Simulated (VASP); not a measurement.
Here is a VASP 6.6.1 calculation.

Contents of POSCAR:

```
P
1.0
    4.6275012813      0.0000000000      0.0000000000
    0.0000000000      3.3906235782      0.0000000000
    0.0000000000      0.0000000000     27.8195791164
P
4
Direct
    0.0925356769      0.0000000000      0.3787938536
    0.4074643231      0.5000000000      0.3787938536
    0.5925356769      0.5000000000      0.3041783769
    0.9074643231      0.0000000000      0.3041783769
```

Contents of INCAR.step1:

```
PREC     = Accurate       # precision mode
ENCUT    = 520            # plane-wave cutoff, eV
EDIFF    = 1E-5           # SCF threshold, eV
ISMEAR   = 0              # smearing method
SIGMA    = 0.01           # smearing width, eV
LREAL    = False          # projectors in reciprocal space
LASPH    = True           # aspherical terms in the spheres
NELM     = 100            # most SCF steps
ALGO     = Normal         # electronic algorithm
ISIF     = 2              # what is computed and relaxed
LWAVE    = True           # write WAVECAR
LCHARG   = False          # write CHGCAR
LDIPOL   = True         
IDIPOL   = 3            
DIPOL    = 0.5 0.5 0.341
GGA      = PE             # functional
NBANDS   = 18             # bands
```

The input INCAR.step2:

```
PREC     = Accurate       # precision mode
ENCUT    = 520            # plane-wave cutoff, eV
EDIFF    = 1E-6           # SCF threshold, eV
ISMEAR   = 0              # smearing method
SIGMA    = 0.01           # smearing width, eV
LREAL    = False          # projectors in reciprocal space
LASPH    = True           # aspherical terms in the spheres
NELM     = 100            # most SCF steps
ALGO     = Normal         # electronic algorithm
ISIF     = 2              # what is computed and relaxed
LWAVE    = False          # write WAVECAR
LCHARG   = False          # write CHGCAR
LDIPOL   = True         
IDIPOL   = 3            
DIPOL    = 0.5 0.5 0.341
GGA      = PE             # functional
LHFCALC  = True           # exact exchange
HFSCREEN = 0.2079         # screening, 1/A
PRECFOCK = Normal       
ISTART   = 1            
NBANDS   = 18             # bands
```

File KPOINTS:

```
regular mesh
0
Gamma
  4 6 1
```

Potentials or basis: VASP PAW PBE potentials, release 64 (P).

Command:

```sh
$ cat potpaw_PBE.64/P/POTCAR > POTCAR
$ cp INCAR.step1 INCAR
$ mpirun -np 1 vasp_std > vasp.out
$ cp INCAR.step2 INCAR
$ mpirun -np 1 vasp_std > vasp.out
```

(1) Predict the band gap on the k mesh.

(2) Predict the largest force.

Results:

(1) 1.80 eV.

(2) 0.176 eV/Å.

Caveat: the cell differs from its parent crystal (uniaxial y strain +3.0%); the PAW data sets were made with another functional, which shifts forces and pressure a little.
